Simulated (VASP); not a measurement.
BaTe, 2 atoms in the cell. It takes space group Fm-3m (No. 225, cubic). Conventional cell: a = 7.065 Å, b = 7.065 Å, c = 7.065 Å, α = 90.00°, β = 90.00°, γ = 90.00°. Within 4.6 Å of Ba (site symmetry m-3m) lie 6 Te at 3.53 Å. Te (site symmetry m-3m) has 6 Ba at 3.53 Å within 4.6 Å. 

- Program: VASP 6.6.1
- Task: single point
- Functional: r2SCAN
- Potentials or basis: VASP PAW PBE potentials, release 64 (Ba_sv, Te)
- Cutoff: 520 eV
- k mesh: 4 × 4 × 4
- Occupations: gaussian, width 0.2 eV
- Spin: no spin polarisation
- Dipole correction: no
- Further INCAR settings: ALGO = Normal; EDIFF = 1e-06; NBANDS = 15

Potentials or basis: VASP PAW PBE potentials, release 64 (Ba_sv, Te).

Command:

```console
$ cat potpaw_PBE.64/Ba_sv/POTCAR potpaw_PBE.64/Te/POTCAR > POTCAR
$ cp INCAR.step1 INCAR
$ mpirun -np 1 vasp_std > vasp.out
$ cp INCAR.step2 INCAR
$ mpirun -np 1 vasp_std > vasp.out
```

Hardware: 1 thread of Oxide Virtual Turin-like Processor, with other jobs on the host.

Q: Estimate the wall time of this run.

A: It took 94 s on 1 thread of Oxide Virtual Turin-like Processor (shared host), peak memory 0.22 GiB. Counts: k points 8.
